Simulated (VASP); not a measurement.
A run of VASP 6.6.1 is set up as follows.

INCAR

```
SYSTEM = SiC
ALGO = Normal
EDIFF = 1E-7
ENCUT = 520
GGA = RP
ISIF = 2
ISMEAR = -1
LASPH = .TRUE.
LCHARG = .TRUE.
LELF = .TRUE.
LREAL = .FALSE.
LVHAR = .TRUE.
LWAVE = .FALSE.
NBANDS = 36
NELM = 100
PREC = Accurate
SIGMA = 0.05
```

File KPOINTS:

```
k-points
0
G
  10 10 2
  0 0 0
```

File POSCAR:

```
SiC
1.0
    3.1103722137      0.0000000000      0.0000000000
   -1.5551861068      2.6936613523      0.0000000000
    0.0000000000      0.0000000000     15.2613255617
Si C
6 6
Direct
    0.6666666667      0.3333333333      0.4583149844
    0.3333333333      0.6666666667      0.9583149844
    0.6666666667      0.3333333333      0.7918188849
    0.3333333333      0.6666666667      0.2918188849
    0.0000000000      0.0000000000      0.6250380134
    0.0000000000      0.0000000000      0.1250380134
    0.6666666667      0.3333333333      0.3333142051
    0.3333333333      0.6666666667      0.8333142051
    0.6666666667      0.3333333333      0.6668252796
    0.3333333333      0.6666666667      0.1668252796
    0.0000000000      0.0000000000      0.4996886326
    0.0000000000      0.0000000000     -0.0003113674
```

Potentials or basis: VASP PAW PBE potentials, release 64 (Si, C).

The run is started by

```console
$ cat potpaw_PBE.64/Si/POTCAR potpaw_PBE.64/C/POTCAR > POTCAR
$ mpirun -np 1 vasp_std > vasp.out
```

Question: What does it give for the pressure?

Answer: -0.4 GPa.

Question: Estimate the band gap on the k mesh.

Answer: 2.05 eV (least direct gap 3.13 eV).

Caveat: the PAW data sets were made with another functional, which shifts forces and pressure a little. A k mesh can miss the band edges.
